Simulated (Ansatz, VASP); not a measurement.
## One calculation of Sb3Se, two programs

```
Sb Se
1.0
     3.70451    0.00000    0.00000
     0.00000    3.70451    0.00000
     0.00000    0.00000    7.46664
Sb Se
3 1
Direct
  0.50000 0.50000 0.75716
  0.00000 0.00000 0.50000
  0.50000 0.50000 0.24284
  0.00000 0.00000 0.00000
```

Change from the starting cell: species swapped into the Dy3Mg type (P4/mmm, No. 123).

Alike in both runs: task relaxation of cell and atoms; functional PBE; k mesh 6 × 6 × 4; occupations gaussian, width 0.1 eV; no spin polarisation.

|  | VASP | Ansatz |
| --- | --- | --- |
| version | VASP 6.6.1 | Ansatz 0.2.0 |
| potentials or method | VASP PAW PBE potentials, release 64 (Sb, Se), cutoff 600 eV | scalar-relativistic, plane waves, PAW |
| valence electrons in the cell | 21 | 61 |

```csv
,VASP,Ansatz,Ansatz less VASP
"gap on the k mesh at the Fermi level, each at its own relaxed structure (eV)",none,none,-
relaxed volume (Å³/atom),25.64,25.72,+0.078
relaxed length of the cell vector where the two differ most in proportion (Å),7.366,7.389,+0.0234
```

A gap of «none» marks a metal or a gap that the smearing closes. VASP's potentials hold 21 valence electrons a cell and Ansatz's 61, so a difference there can come from the potentials and not from the codes.

Spin-orbit coupling is off throughout.
